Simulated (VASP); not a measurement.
A run of VASP 6.6.1 is set up as follows.

File POSCAR:

```
ZnO
1.0
    3.3647545044      0.0000000000      0.0000000000
   -1.6823772522      2.9139628783      0.0000000000
    0.0000000000      0.0000000000      4.9764103583
Zn O
2 2
Direct
    0.3333333333      0.6666666667     -0.0137324436
    0.6666666667      0.3333333333      0.4862675564
    0.3333333333      0.6666666667      0.3887324436
    0.6666666667      0.3333333333      0.8887324436
```

The input INCAR.step1:

```
SYSTEM = ZnO
PREC = Accurate
ENCUT = 520
ISMEAR = 0
SIGMA = 0.01
LREAL = .FALSE.
LASPH = .TRUE.
NELM = 100
NBANDS = 26
GGA = PE
ALGO = Normal
EDIFF = 1E-4
LWAVE = .TRUE.
LCHARG = .FALSE.
```

INCAR.step2

```
SYSTEM = ZnO
PREC = Accurate
ENCUT = 520
EDIFF = 1E-6
ISMEAR = 0
SIGMA = 0.01
LREAL = .FALSE.
LASPH = .TRUE.
NELM = 100
ALGO = Normal
ISIF = 2
LWAVE = .FALSE.
LCHARG = .FALSE.
METAGGA = R2SCAN
LMIXTAU = .TRUE.
NBANDS = 26
ISTART = 1
```

Contents of KPOINTS:

```
regular mesh
0
G
  12 12 6
  0 0 0
```

Potentials or basis: VASP PAW PBE potentials, release 64 (Zn, O).

Run with:

```bash
$ cat potpaw_PBE.64/Zn/POTCAR potpaw_PBE.64/O/POTCAR > POTCAR
$ cp INCAR.step1 INCAR
$ mpirun -np 1 vasp_std > vasp.out
$ cp INCAR.step2 INCAR
$ mpirun -np 1 vasp_std > vasp.out
```

Question: Estimate the band gap on the k mesh.

Answer: 1.25 eV, direct.

Question: Predict the pressure.

Answer: -4.5 GPa.

Forces in eV/Å, atoms in the order of the input:
```
Zn   0.000  0.000 -0.004
Zn   0.000  0.000 -0.004
O    0.000  0.000  0.004
O    0.000  0.000  0.004
```

Caveat: the cell differs from its parent crystal (epitaxial xy strain +4.0%); the PAW data sets were made with another functional, which shifts forces and pressure a little.
